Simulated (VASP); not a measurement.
Wanted: the native input for a VASP 6.6.1 run.

```
Task                   : single point
Functional             : r2SCAN
Potentials or basis    : VASP PAW PBE potentials, release 64 (Te)
Cutoff                 : 520 eV
k mesh                 : 11 × 11 × 11
Occupations            : fermi-dirac, width 0.05 eV
Spin                   : no spin polarisation
Dipole correction      : no
Further INCAR settings : ALGO = Normal; EDIFF = 1e-06; NBANDS = 13
```

Te:

```
CELL_PARAMETERS angstrom
-2.95779 3.87597 1.53515
2.95779 -3.87597 1.53515
2.95779 3.87597 -1.53515
ATOMIC_POSITIONS crystal
Te 0.99907 0.24907 0.75000
Te 0.00093 0.75093 0.25000
```

These files were run (other wordings do the same):

POSCAR

```
Te
1.0
   -2.9577914600      3.8759656600      1.5351528900
    2.9577914600     -3.8759656600      1.5351528900
    2.9577914600      3.8759656600     -1.5351528900
Te
2
Direct
    0.9990709800      0.2490709800      0.7500000000
    0.0009290000      0.7509290200      0.2500000000
```

INCAR.step1

```
SYSTEM = Te
  PREC = Accurate
  ENCUT = 520
  ISMEAR = -1
  SIGMA = 0.05
  LREAL = .FALSE.
  LASPH = .TRUE.
  NELM = 80
  NBANDS = 13
  GGA = PE
  ALGO = Normal
  EDIFF = 1E-4
  LWAVE = .TRUE.
  LCHARG = .FALSE.
```

INCAR.step2

```
SYSTEM = Te
  PREC = Accurate
  ENCUT = 520
  EDIFF = 1E-6
  ISMEAR = -1
  SIGMA = 0.05
  LREAL = .FALSE.
  LASPH = .TRUE.
  NELM = 80
  ALGO = Normal
  ISIF = 2
  LWAVE = .FALSE.
  LCHARG = .FALSE.
  METAGGA = R2SCAN
  LMIXTAU = .TRUE.
  NBANDS = 13
  ISTART = 1
```

KPOINTS

```
Automatic mesh
0
G
  11 11 11
  0 0 0
```

Potentials or basis: VASP PAW PBE potentials, release 64 (Te).

Command:

```bash
$ cat potpaw_PBE.64/Te/POTCAR > POTCAR
$ cp INCAR.step1 INCAR
$ mpirun -np 1 vasp_std > vasp.out
$ cp INCAR.step2 INCAR
$ mpirun -np 1 vasp_std > vasp.out
```

It gave:

The pressure is 0.2 GPa, the largest force is 0.003 eV/Å and the band gap on the k mesh is zero (bands 6 and 7 overlap by 4.17 eV).

Caveat: the PAW data sets were made with another functional, which shifts forces and pressure a little; spin-orbit coupling is left out, which moves the levels of the heavy elements.

Wall time 5 min on 1 thread of Intel(R) Xeon(R) 6975P-C (Granite Rapids), with other jobs on the host, peak memory 0.36 GiB.
